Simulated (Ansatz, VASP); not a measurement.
# One calculation of AlNi3, two programs

```xyz
8
Lattice="-3.5667 3.5667 0.0000 0.0000 3.5667 -3.5667 -3.5667 0.0000 -3.5667" Properties=species:S:1:pos:R:3 pbc="T T T"
Al   -3.5667    3.5667   -3.5667
Al   -7.1334    3.5667   -3.5667
Ni   -3.5667    1.7833   -1.7833
Ni    0.0000    1.7833   -1.7833
Ni   -1.7833    0.0000   -1.7833
Ni   -1.7833    3.5667   -1.7833
Ni   -1.7833    1.7833   -3.5667
Ni   -1.7833    1.7833    0.0000
```

Alike in both runs: functional PBE; k mesh 8 × 8 × 8; occupations gaussian, width 0.1 eV; collinear spin.

Ansatz relaxed the structure, and its values are those at the end. VASP's run is a single point on that final structure, the one shown.

|  | VASP | Ansatz |
| --- | --- | --- |
| version | VASP 6.6.1 | Ansatz 0.2.0 |
| potentials or method | VASP PAW PBE potentials, release 64 (Al, Ni), cutoff 520 eV | scalar-relativistic, plane waves, PAW |
| valence electrons in the cell | 66 | 114 |

```tsv
	VASP	Ansatz	Ansatz less VASP
gap on the k mesh at the Fermi level (eV)	none	none	-
pressure (GPa)	0.0	0.0	+0.01
net moment per atom (μB)	0.19	0.19	+0.009
size of the moment on the site where the two differ most (μB)	0.26	0.29	+0.023
```

Site moments also hang on the region over which each program counts them. A gap of «none» marks a metal or a gap that the smearing closes. VASP's potentials hold 66 valence electrons a cell and Ansatz's 114, so a difference there can come from the potentials and not from the codes.
